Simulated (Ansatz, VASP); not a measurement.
# Two plane-wave programs on CuO

Contents of INCAR:

```
SYSTEM = CuO
  PREC = Accurate
  ENCUT = 520
  EDIFF = 1E-6
  ISMEAR = -1
  SIGMA = 0.05
  LREAL = .False.
  LASPH = .True.
  NELM = 80
  ALGO = Normal
  ISIF = 2
  LWAVE = .False.
  LCHARG = .True.
  LELF = .True.
  LVHAR = .True.
  NBANDS = 25
```

Contents of KPOINTS:

```
Automatic mesh
0
Gamma
  10 10 6
  0 0 0
```

POSCAR

```
CuO
1.0
    0.0000000000     -2.1165600000     -2.1165600000
   -2.1165600000      0.0000000000     -2.1165600000
    2.1165600000      2.1165600000     -4.2331200000
Cu O
2 2
Direct
    0.5038875400      0.4769880100      0.4880064000
    0.0038875400      0.9769880100      0.9880064000
    0.7461124600      0.7730119900      0.7619936000
    0.2461124600      0.2730119900      0.2619936000
```

File input.yaml:

```yaml
crystal:
  lattice:
    - [0.0, -2.11656, -2.11656]
    - [-2.11656, 0.0, -2.11656]
    - [2.11656, 2.11656, -4.23312]
  atoms:
    - { symbol: Cu, position: [0.50388754, 0.47698801, 0.4880064] }
    - { symbol: Cu, position: [0.00388754, 0.97698801, 0.9880064] }
    - { symbol: O, position: [0.74611246, 0.77301199, 0.7619936] }
    - { symbol: O, position: [0.24611246, 0.27301199, 0.2619936] }
hamiltonian:
  xc: lda
  pseudopotentials: { kind: paw }
kpoints:
  mp_grid: { grid: [10, 10, 6] }
scf:
  occupations: { method: fermi_dirac, width: 0.05 }
output:
  forces: true
  stress: true
  eigenvalues: true
```

Alike in both runs: task single point; functional LDA; k mesh 10 × 10 × 6; occupations fermi-dirac, width 0.05 eV; no spin polarisation.

|  | VASP | Ansatz |
| --- | --- | --- |
| version | VASP 6.6.1 | Ansatz 0.2.0 |
| potentials or method | VASP PAW LDA potentials, release 64 (Cu, O) | Ansatz PAW |
| plane-wave cutoff (eV) | 520 | 420 |
| valence electrons in the cell | 34 | 50 |

Ansatz gave:

```
gap on the k mesh at the Fermi level (eV)                     : none
pressure (GPa)                                                : -10.9
traceless stress, the component that is largest in VASP (GPa) : 4.45
rms of the force components (eV/Å)                            : 0.582
```

**Question.** What did VASP give for the same quantities?

**Answer.** gap on the k mesh at the Fermi level (eV): none; pressure (GPa): -10.3; traceless stress, the component that is largest in VASP (GPa): 4.70; rms of the force components (eV/Å): 0.609.

LDA's correlation is that of Perdew and Zunger in VASP and of Perdew and Wang (1992) in Ansatz. Atom by atom the forces differ by 0.027 eV/Å (rms over components). A gap of «none» marks a metal or a gap that the smearing closes. VASP's potentials hold 34 valence electrons a cell and Ansatz's 50, so a difference there can come from the potentials and not from the codes.

Noted on Ansatz's run: Pulay correction over one GPa.
